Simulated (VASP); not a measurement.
# Cl (Cmce) in VASP: further runs

Aim: see how the results for Cl move with the level of theory and the settings. Levels: PBE, r2SCAN. Tasks: single point.

Program: VASP 6.6.1. These are calculated values, not measurements. Logs are shortened: lines on timing, memory, paths and dates and some standing lists are left out, and cuts for length are marked.

## 1. The cell of the first run

The structure is orthorhombic, space group Cmce (No. 64). Conventional cell: a = 6.250 Å, b = 3.820 Å, c = 8.147 Å, α = 90.00°, β = 90.00°, γ = 90.00°. Cl (site symmetry m) has 1 Cl at 2.02 Å within 2.7 Å.

## 2. Single point, PBE (uniaxial y strain -4.8%)

INCAR reads:

```
SYSTEM = Cl
ALGO = Normal
EDIFF = 1E-6
ENCUT = 520
GGA = PE
ISIF = 2
ISMEAR = -1
LASPH = .True.
LCHARG = .False.
LREAL = .False.
LWAVE = .False.
NBANDS = 22
NELM = 60
PREC = Accurate
SIGMA = 0.02
```

KPOINTS reads:

```
k-points
0
Gamma
  8 8 4
  0 0 0
```

POSCAR reads:

```
Cl
1.0
    3.1252371057     -1.9100945481      0.0000000000
    3.1252371057      1.9100945481      0.0000000000
    0.0000000000      0.0000000000      8.1465598679
Cl
4
Direct
    0.8740026172      0.1259973828      0.6088703626
    0.1259973828      0.8740026172      0.3911296374
    0.6259973828      0.3740026172      0.1088703626
    0.3740026172      0.6259973828      0.8911296374
```

Potentials or basis: VASP PAW PBE potentials, release 64 (Cl).

The run is started by

```
$ cat potpaw_PBE.64/Cl/POTCAR > POTCAR
$ mpirun -np 1 vasp_std > vasp.out
```

OUTCAR:

```text
SYSTEM = Cl
   EDIFF = 1E-6
   ENCUT = 520
   GGA = PE
   ISIF = 2
   ISMEAR = -1
   LASPH = .True.
   LREAL = .False.
   NELM = 60
   PREC = Accurate

 ion  position               nearest neighbor table
   1  0.874  0.126  0.609-   2 2.02
   2  0.126  0.874  0.391-   1 2.02
   3  0.626  0.374  0.109-   4 2.02
   4  0.374  0.626  0.891-   3 2.02

  LATTYP: Found a base centered orthorhombic cell.
 ALAT       =     3.8201890962
 B/A-ratio  =     1.6361688005
 C/A-ratio  =     2.1325017330

  Lattice vectors:

 A1 = (  -3.1252371057,  -1.9100945481,   0.0000000000)
 A2 = (   3.1252371057,  -1.9100945481,   0.0000000000)
 A3 = (   0.0000000000,   0.0000000000,   8.1465598679)

Analysis of symmetry for initial positions (statically):
=====================================================================
 Subroutine PRICEL returns:
 Original cell was already a primitive cell.

 Routine SETGRP: Setting up the symmetry group for a
 base centered orthorhombic supercell.

 Subroutine GETGRP returns: Found  8 space group operations
 (whereof  4 operations were pure point group operations)
 out of a pool of  8 trial point group operations.

The static configuration has the point symmetry C_2h.
 The point group associated with its full space group is D_2h.

Analysis of symmetry for dynamics (positions and initial velocities):
=====================================================================
 Subroutine PRICEL returns:
 Original cell was already a primitive cell.

 Routine SETGRP: Setting up the symmetry group for a
 base centered orthorhombic supercell.

 Subroutine GETGRP returns: Found  8 space group operations
 (whereof  4 operations were pure point group operations)
 out of a pool of  8 trial point group operations.

The dynamic configuration has the point symmetry C_2h.
 The point group associated with its full space group is D_2h.

 Subroutine INISYM returns: Found  8 space group operations
 (whereof  4 operations are pure point group operations),
 and found     1 'primitive' translations

----------------------------------------------------------------------------------------

                                     Primitive cell

  volume of cell :      97.2618

  direct lattice vectors                    reciprocal lattice vectors
     3.125237106 -1.910094548  0.000000000     0.159987861 -0.261767147  0.000000000
     3.125237106  1.910094548  0.000000000     0.159987861  0.261767147  0.000000000
     0.000000000  0.000000000  8.146559868     0.000000000  0.000000000  0.122751200

  length of vectors
     3.662726873  3.662726873  8.146559868     0.306786823  0.306786823  0.122751200

  position of ions in fractional coordinates (direct lattice)
     0.874002617  0.125997383  0.608870363
     0.125997383  0.874002617  0.391129637
     0.625997383  0.374002617  0.108870363
     0.374002617  0.625997383  0.891129637

  ion indices of the primitive-cell ions
   primitive index   ion index
                 1           1
                 2           2
                 3           3
                 4           4

----------------------------------------------------------------------------------------

 KPOINTS: k-points

Automatic generation of k-mesh.
 Grid dimensions read from file:
 generate k-points for:    8    8    4

 Generating k-lattice:

  Cartesian coordinates                     Fractional coordinates (reciprocal lattice)
     0.019998483 -0.032720893  0.000000000     0.125000000  0.000000000  0.000000000
     0.019998483  0.032720893  0.000000000     0.000000000  0.125000000  0.000000000
     0.000000000  0.000000000  0.030687800     0.000000000  0.000000000  0.250000000

  Length of vectors
     0.038348353  0.038348353  0.030687800

  Shift w.r.t. Gamma in fractional coordinates (k-lattice)
     0.000000000  0.000000000  0.000000000

 Subroutine IBZKPT returns following result:
 ===========================================

 Found     63 irreducible k-points:

 Following reciprocal coordinates:
            Coordinates               Weight
[... 40 lines left out ...]
 non-spin polarized calculation
  energy-cutoff  :      520.00
  volume of cell :       97.26
 maximum number of plane-waves:      2646
   NGX = 13   NGY = 13   NGZ = 31

 number of electron      28.0000002 magnetization

 Free energy of the ion-electron system (eV)
  ---------------------------------------------------
  ext. energy  EPLUGINS =         0.00000000
  ---------------------------------------------------
  free energy    TOTEN  =        -7.16693868 eV

  energy without entropy =       -7.16693868  energy(sigma->0) =       -7.16693868

 E-fermi :   1.4259     XC(G=0):  -8.5776

 val. band max:        0.9934230289   @ k =   0.0000   0.0000   0.0000
 cond. band min:       3.0385764096   @ k =   0.0000   0.0000   0.0000
 fundamental gap:      2.0451533807
 Fermi energy:         1.4258723618

 k-point     1 :       0.0000    0.0000    0.0000
  band No.  band energies     occupation
      1     -16.1473      2.00000
      2     -15.7298      2.00000
      3     -12.4083      2.00000
      4     -11.2242      2.00000
      5      -5.1491      2.00000
      6      -3.3633      2.00000
[... 14 lines left out ...]
     21      11.9876      0.00000
     22      12.1260      0.00000

 k-point     2 :       0.1250   -0.0000    0.0000
  band No.  band energies     occupation
      1     -16.0918      2.00000
      2     -15.7012      2.00000
      3     -12.3561      2.00000
      4     -11.2648      2.00000
      5      -5.1277      2.00000
      6      -3.4680      2.00000
[... 14 lines left out ...]
     21      11.4805      0.00000
     22      12.0045      0.00000

 k-point     3 :       0.2500   -0.0000    0.0000
  band No.  band energies     occupation
      1     -15.9456      2.00000
      2     -15.6370      2.00000
      3     -12.2135      2.00000
      4     -11.3855      2.00000
      5      -5.0764      2.00000
      6      -3.8043      2.00000
[... 14 lines left out ...]
     21      11.3787      0.00000
     22      11.9742      0.00000
[... 476 lines left out ...]
 k-point    23 :       0.1250   -0.0000    0.2500
  band No.  band energies     occupation
      1     -16.0427      2.00000
      2     -15.7684      2.00000
      3     -12.2001      2.00000
      4     -11.4336      2.00000
      5      -4.9059      2.00000
      6      -3.7654      2.00000
[... 14 lines left out ...]
     21      11.4738      0.00000
     22      11.8288      0.00000

 k-point    24 :       0.2500   -0.0000    0.2500
  band No.  band energies     occupation
      1     -15.9056      2.00000
      2     -15.6882      2.00000
      3     -12.0942      2.00000
      4     -11.5111      2.00000
      5      -4.8997      2.00000
      6      -3.9919      2.00000
[... 14 lines left out ...]
     21      11.4408      0.00000
     22      11.6065      0.00000

 [... further k-points ...]

------------------------ aborting loop because EDIFF is reached ----------------------------------------

  FORCE on cell =-STRESS in cart. coord.  units (eV):
  Direction    XX          YY          ZZ          XY          YZ          ZX
  --------------------------------------------------------------------------------------
  -------------------------------------------------------------------------------------
  Total        1.6653367      1.7877160      1.4658032      0.0000000     -0.0000000      0.0000000
  in kB       27.4328268     29.4487608     24.1459424      0.0000000     -0.0000000      0.0000000
  external PRESSURE =      27.0091766 kB  Pullay stress =       0.0000000 kB

 VOLUME and BASIS-vectors are now :
 -----------------------------------------------------------------------------
  energy-cutoff  :      520.00
  volume of cell :       97.26
      direct lattice vectors                 reciprocal lattice vectors
     3.125237106 -1.910094548  0.000000000     0.159987861 -0.261767147  0.000000000
     3.125237106  1.910094548  0.000000000     0.159987861  0.261767147  0.000000000
     0.000000000  0.000000000  8.146559868     0.000000000  0.000000000  0.122751200

 POSITION                                       TOTAL-FORCE (eV/Angst)
 -----------------------------------------------------------------------------------
      3.12524     -1.42876      4.96020         0.000000      0.003014      0.061023
      3.12524      1.42876      3.18636         0.000000     -0.003014     -0.061023
      3.12524     -0.48133      0.88692         0.000000     -0.003014      0.061023
      3.12524      0.48133      7.25964         0.000000      0.003014     -0.061023
 -----------------------------------------------------------------------------------
    total drift:                                0.000000      0.000000      0.000000

  FREE ENERGIE OF THE ION-ELECTRON SYSTEM (eV)
  ---------------------------------------------------
  free  energy   TOTEN  =        -7.1669386758 eV

  energy  without entropy=       -7.1669386758  energy(sigma->0) =       -7.16693868
```

It took 58 s on 1 thread of Intel Xeon 6975P-C (Granite Rapids), shared host; peak memory 0.25 GiB.

Results:

| Property | Result |
| --- | --- |
| Free energy | -7.1669 eV |
| Pressure | 2.7 GPa |
| Largest force | 0.061 eV/Å |
| Band gap on the k mesh | 2.05 eV |

Forces in eV/Å, atoms in the order of the input:
```
Cl   0.000  0.003  0.061
Cl   0.000 -0.003 -0.061
Cl   0.000 -0.003  0.061
Cl   0.000  0.003 -0.061
```

Stress tensor (GPa, compression positive):
```
2.74 0.00 0.00
0.00 2.94 0.00
0.00 0.00 2.41
```

Levels at points of the mesh, in eV from the valence-band top:
```
           k point  band 11  band 12  band 13  band 14  band 15  band 16  band 17  band 18
(0.00, 0.00, 0.00)    -1.12    -0.57    -0.23     0.00     2.05     3.22     7.02     7.10
(0.50, 0.00, 0.00)    -1.26    -1.26    -0.47    -0.47     2.94     2.94     7.82     7.82
(0.50, 0.50, 0.00)    -1.93    -1.35    -0.66    -0.46     2.12     2.99     8.10     8.18
(0.00, 0.00, 0.50)    -1.01    -1.01    -0.11    -0.11     2.60     2.60     7.35     7.35
(0.50, 0.00, 0.50)    -0.88    -0.88    -0.19    -0.19     2.49     2.49     8.14     8.14
(0.50, 0.50, 0.50)    -1.16    -1.16    -1.15    -1.15     2.51     2.51     8.81     8.81
```

Caveat: the cell differs from its parent crystal (uniaxial y strain -4.8%); this functional lacks dispersion, which holds the molecules together, so the pressure and a relaxed volume are unreliable. A k mesh can miss the band edges.

## 3. Single point, PBE (strain +1.0%)

INCAR reads:

```
PREC = Accurate ; ENCUT = 520
EDIFF = 1E-6 ; ISMEAR = -1
SIGMA = 0.02 ; LREAL = F
LASPH = T ; NELM = 80
ALGO = Normal ; ISIF = 2
LWAVE = F ; LCHARG = F
GGA = PE ; NBANDS = 22
```

KPOINTS reads:

```
Automatic mesh
0
Gamma
  8 8 4
```

POSCAR reads:

```
Cl
1.0
    3.1555519056     -2.0267154952      0.0000000000
    3.1555519056      2.0267154952      0.0000000000
    0.0000000000      0.0000000000      8.2255814986
Cl
4
Direct
    0.8782297076      0.1217702924      0.6067440072
    0.1217702924      0.8782297076      0.3932559928
    0.6217702924      0.3782297076      0.1067440072
    0.3782297076      0.6217702924      0.8932559928
```

Potentials or basis: VASP PAW PBE potentials, release 64 (Cl).

The run is started by

```
$ cat potpaw_PBE.64/Cl/POTCAR > POTCAR
$ mpirun -np 1 vasp_std > vasp.out
```

It took 53 s on 1 thread of Intel Xeon 6975P-C (Granite Rapids), shared host; peak memory 0.25 GiB.

It converged, with:

* Free energy: -7.2703 eV
* Pressure: 1.4 GPa
* Largest force: 0.035 eV/Å
* Band gap on the k mesh: 2.25 eV

Forces in eV/Å, atoms in the order of the input:
```
Cl   0.000 -0.008  0.034
Cl   0.000  0.008 -0.034
Cl   0.000  0.008  0.034
Cl   0.000 -0.008 -0.034
```

Stress tensor (GPa, compression positive):
```
1.86 0.00 0.00
0.00 1.43 0.00
0.00 0.00 1.03
```

Levels at points of the mesh, in eV from the valence-band top:
```tsv
k point	band 12	band 13	band 14	band 15	band 16	band 17
(0.00, 0.00, 0.00)	-0.41	-0.11	0.00	2.25	3.22	6.97
(0.50, 0.00, 0.00)	-0.93	-0.29	-0.29	2.97	2.97	8.05
(0.50, 0.50, 0.00)	-1.14	-0.47	-0.26	2.34	2.99	8.29
(0.00, 0.00, 0.50)	-0.80	-0.05	-0.05	2.68	2.68	7.37
(0.50, 0.00, 0.50)	-0.67	-0.09	-0.09	2.67	2.67	8.33
(0.50, 0.50, 0.50)	-0.92	-0.85	-0.85	2.61	2.61	8.90
```

Caveat: the cell differs from its parent crystal (strain +1.0%); this functional lacks dispersion, which holds the molecules together, so the pressure and a relaxed volume are unreliable. A k mesh can miss the band edges.

## 4. Single point, r2SCAN (uniaxial y strain -4.8%)

POSCAR reads:

```
Cl
1.0
    3.1252371057     -1.9100945481      0.0000000000
    3.1252371057      1.9100945481      0.0000000000
    0.0000000000      0.0000000000      8.1465598679
Cl
4
Direct
    0.8740026172      0.1259973828      0.6088703626
    0.1259973828      0.8740026172      0.3911296374
    0.6259973828      0.3740026172      0.1088703626
    0.3740026172      0.6259973828      0.8911296374
```

INCAR.step1 reads:

```
SYSTEM = Cl
  PREC = Accurate
  ENCUT = 520
  ISMEAR = 0
  SIGMA = 0.01
  LREAL = .False.
  LASPH = .True.
  NELM = 100
  NBANDS = 22
  GGA = PE
  ALGO = Normal
  EDIFF = 1E-4
  LWAVE = .True.
  LCHARG = .False.
```

INCAR.step2 reads:

```
SYSTEM = Cl
  PREC = Accurate
  ENCUT = 520
  EDIFF = 1E-6
  ISMEAR = 0
  SIGMA = 0.01
  LREAL = .False.
  LASPH = .True.
  NELM = 100
  ALGO = Normal
  ISIF = 2
  LWAVE = .False.
  LCHARG = .True.
  METAGGA = R2SCAN
  LMIXTAU = .True.
  LELF = .True.
  LVHAR = .True.
  NBANDS = 22
  ISTART = 1
```

KPOINTS reads:

```
Automatic mesh
0
Gamma
  8 8 4
  0 0 0
```

The run is started by

```
$ cat potpaw_PBE.64/Cl/POTCAR > POTCAR
$ cp INCAR.step1 INCAR
$ mpirun -np 1 vasp_std > vasp.out
$ cp INCAR.step2 INCAR
$ mpirun -np 1 vasp_std > vasp.out
```

Run time: 3.4 min. Hardware: 1 thread of Intel Xeon 6975P-C (Granite Rapids), shared host; peak memory 0.27 GiB.

Results (log left out):

| Quantity | Value |
| --- | --- |
| Free energy | -24.5319 eV |
| Pressure | 1.1 GPa |
| Largest force | 0.228 eV/Å |
| Band gap on the k mesh | 2.38 eV |

Forces in eV/Å, atoms in the order of the input:
```
Cl   0.000 -0.112 -0.198
Cl   0.000  0.112  0.198
Cl   0.000  0.112 -0.198
Cl   0.000 -0.112  0.198
```

Stress tensor (GPa, compression positive):
```
1.24 0.00 0.00
0.00 1.54 0.00
0.00 0.00 0.58
```

Levels at points of the mesh, in eV from the valence-band top:
```
           k point  band 11  band 12  band 13  band 14  band 15  band 16  band 17  band 18
(0.00, 0.00, 0.00)    -1.13    -0.57    -0.24     0.00     2.38     3.58     7.70     7.73
(0.50, 0.00, 0.00)    -1.26    -1.26    -0.47    -0.47     3.26     3.26     8.39     8.39
(0.50, 0.50, 0.00)    -1.98    -1.37    -0.67    -0.47     2.45     3.34     8.66     8.77
(0.00, 0.00, 0.50)    -1.02    -1.02    -0.12    -0.12     2.95     2.95     8.00     8.00
(0.50, 0.00, 0.50)    -0.90    -0.90    -0.19    -0.19     2.83     2.83     8.73     8.73
(0.50, 0.50, 0.50)    -1.18    -1.18    -1.17    -1.17     2.85     2.85     9.40     9.40
```

Caveat: the cell differs from its parent crystal (uniaxial y strain -4.8%); the PAW data sets were made with another functional, which shifts forces and pressure a little. A k mesh can miss the band edges.

## 5. Single point, r2SCAN (strain +1.0%)

POSCAR reads:

```
Cl
1.0
    3.1555519056     -2.0267154952      0.0000000000
    3.1555519056      2.0267154952      0.0000000000
    0.0000000000      0.0000000000      8.2255814986
Cl
4
Direct
    0.8782297076      0.1217702924      0.6067440072
    0.1217702924      0.8782297076      0.3932559928
    0.6217702924      0.3782297076      0.1067440072
    0.3782297076      0.6217702924      0.8932559928
```

INCAR.step1 reads:

```
PREC     = Accurate       # precision mode
ENCUT    = 520            # plane-wave cutoff, eV
ISMEAR   = 0              # smearing method
SIGMA    = 0.01           # smearing width, eV
LREAL    = False          # projectors in reciprocal space
LASPH    = True           # aspherical terms in the spheres
NELM     = 60             # most SCF steps
NBANDS   = 22             # bands
GGA      = PE             # functional
ALGO     = Normal         # electronic algorithm
EDIFF    = 1E-4           # SCF threshold, eV
LWAVE    = True           # write WAVECAR
LCHARG   = False          # write CHGCAR
```

INCAR.step2 reads:

```
PREC     = Accurate       # precision mode
ENCUT    = 520            # plane-wave cutoff, eV
EDIFF    = 1E-6           # SCF threshold, eV
ISMEAR   = 0              # smearing method
SIGMA    = 0.01           # smearing width, eV
LREAL    = False          # projectors in reciprocal space
LASPH    = True           # aspherical terms in the spheres
NELM     = 60             # most SCF steps
ALGO     = Normal         # electronic algorithm
ISIF     = 2              # what is computed and relaxed
LWAVE    = False          # write WAVECAR
LCHARG   = False          # write CHGCAR
METAGGA  = R2SCAN         # meta-GGA
LMIXTAU  = True         
NBANDS   = 22             # bands
ISTART   = 1
```

KPOINTS reads:

```
Automatic mesh
0
Gamma
  8 8 4
```

The run is started by

```
$ cat potpaw_PBE.64/Cl/POTCAR > POTCAR
$ cp INCAR.step1 INCAR
$ mpirun -np 1 vasp_std > vasp.out
$ cp INCAR.step2 INCAR
$ mpirun -np 1 vasp_std > vasp.out
```

Wall time 3.7 min (1 thread of Intel Xeon 6975P-C (Granite Rapids), shared host); peak memory 0.27 GiB.

It converged, with:

```yaml
Free_energy: -24.5892 eV
Pressure: -0.1 GPa
Largest_force: 0.232 eV/Å
Band_gap_on_the_k_mesh: 2.59 eV
```

Forces in eV/Å, atoms in the order of the input:
```
Cl   0.000 -0.115 -0.202
Cl   0.000  0.115  0.202
Cl   0.000  0.115 -0.202
Cl   0.000 -0.115  0.202
```

Stress tensor (GPa, compression positive):
```
 0.50  0.00  0.00
 0.00  0.07  0.00
 0.00  0.00 -0.78
```

Levels at points of the mesh, in eV from the valence-band top:
```tsv
k point	band 10	band 11	band 12	band 13	band 14	band 15	band 16	band 17	band 18	band 19
(0.00, 0.00, 0.00)	-2.29	-0.92	-0.41	-0.11	0.00	2.59	3.59	7.64	7.78	9.15
(0.50, 0.00, 0.00)	-2.71	-0.93	-0.93	-0.28	-0.28	3.31	3.31	8.63	8.63	10.94
(0.50, 0.50, 0.00)	-2.85	-1.55	-1.16	-0.47	-0.27	2.68	3.34	8.86	8.98	9.50
(0.00, 0.00, 0.50)	-2.35	-0.80	-0.80	-0.05	-0.05	3.04	3.04	8.01	8.01	10.06
(0.50, 0.00, 0.50)	-2.76	-0.69	-0.69	-0.08	-0.08	3.02	3.02	8.92	8.92	10.38
(0.50, 0.50, 0.50)	-2.85	-0.93	-0.93	-0.87	-0.87	2.96	2.96	9.47	9.47	10.42
```

Caveat: the cell differs from its parent crystal (strain +1.0%); the PAW data sets were made with another functional, which shifts forces and pressure a little.

## 6. Overview

| level | cell | smearing | gap on the mesh (eV) | pressure (GPa) | largest force (eV/Å) |
| --- | --- | --- | --- | --- | --- |
| PBE | a = 3.663, b = 3.663, c = 8.147 Å, angles 90.0, 90.0, 62.9°, 4 atoms, uniaxial y strain -4.8% | fermi-dirac 0.02 eV | 2.05 | 2.7 | 0.06 |
| PBE | a = 3.750, b = 3.750, c = 8.226 Å, angles 90.0, 90.0, 65.4°, 4 atoms, strain +1.0% | fermi-dirac 0.02 eV | 2.25 | 1.4 | 0.03 |
| r2SCAN | a = 3.663, b = 3.663, c = 8.147 Å, angles 90.0, 90.0, 62.9°, 4 atoms, uniaxial y strain -4.8% | gaussian 0.01 eV | 2.38 | 1.1 | 0.23 |
| r2SCAN | a = 3.750, b = 3.750, c = 8.226 Å, angles 90.0, 90.0, 65.4°, 4 atoms, strain +1.0% | gaussian 0.01 eV | 2.59 | -0.1 | 0.23 |

Alike in all rows: task single point; potentials or basis VASP PAW PBE potentials, release 64 (Cl); no spin polarisation; k mesh 8 × 8 × 4; cutoff (eV) 520.

Caveats: this functional lacks dispersion, which holds the molecules together, so the pressure and a relaxed volume are unreliable (at least some runs); the PAW data sets were made with another functional, which shifts forces and pressure a little (at least some runs).

Total energies depend on the potentials used, so only differences within one code and one set of settings carry meaning.
